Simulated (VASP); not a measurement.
Write the native input for VASP 6.6.1 that does the following.

- Task: single point
- Functional: PBE
- Potentials or basis: VASP PAW PBE potentials, release 64 (Li_sv, O)
- Cutoff: 520 eV
- k mesh: 24 × 24 × 24
- Occupations: fermi-dirac, width 0.0612256 eV
- Spin: no spin polarisation
- Dipole correction: no
- Further INCAR settings: ALGO = Normal; EDIFF = 1e-06; NBANDS = 35

The structure of Li2O3 lies in POSCAR:

```
Li2O3
1.0
    4.4738773108      0.0000000000      0.0000000000
    0.0000000000      4.4738773108      0.0000000000
    0.0000000000      0.0000000000      4.4738773108
Li O
4 6
Direct
    0.2500000000      0.2500000000      0.2500000000
    0.7500000000      0.7500000000      0.2500000000
    0.7500000000      0.2500000000      0.7500000000
    0.2500000000      0.7500000000      0.7500000000
    0.5000000000      0.0000000000      0.0000000000
    0.0000000000      0.5000000000      0.0000000000
    0.0000000000      0.0000000000      0.5000000000
    0.5000000000      0.5000000000      0.0000000000
    0.5000000000      0.0000000000      0.5000000000
    0.0000000000      0.5000000000      0.5000000000
```

These files were run (other wordings do the same):

INCAR

```
ALGO = Normal
EDIFF = 1E-6
ENCUT = 520
GGA = PE
ISIF = 2
ISMEAR = -1
KPAR = 4
LASPH = True
LCHARG = False
LREAL = False
LWAVE = False
NBANDS = 35
NELM = 80
PREC = Accurate
SIGMA = 0.06122561905347299
```

KPOINTS

```
k-points
0
Gamma
  24 24 24
```

Potentials or basis: VASP PAW PBE potentials, release 64 (Li_sv, O).

Run with:

```console
$ cat potpaw_PBE.64/Li_sv/POTCAR potpaw_PBE.64/O/POTCAR > POTCAR
$ mpirun -np 4 vasp_std > vasp.out
```

Results of the run:

The band gap on the k mesh is zero (bands 24 and 25 overlap by 2.41 eV).

Run time: 5.7 min on 4 MPI ranks on Intel(R) Xeon(R) Platinum 8259CL CPU @ 2.50GHz (Skylake/Cascade Lake) (shared host), peak memory 0.92 GiB a rank.
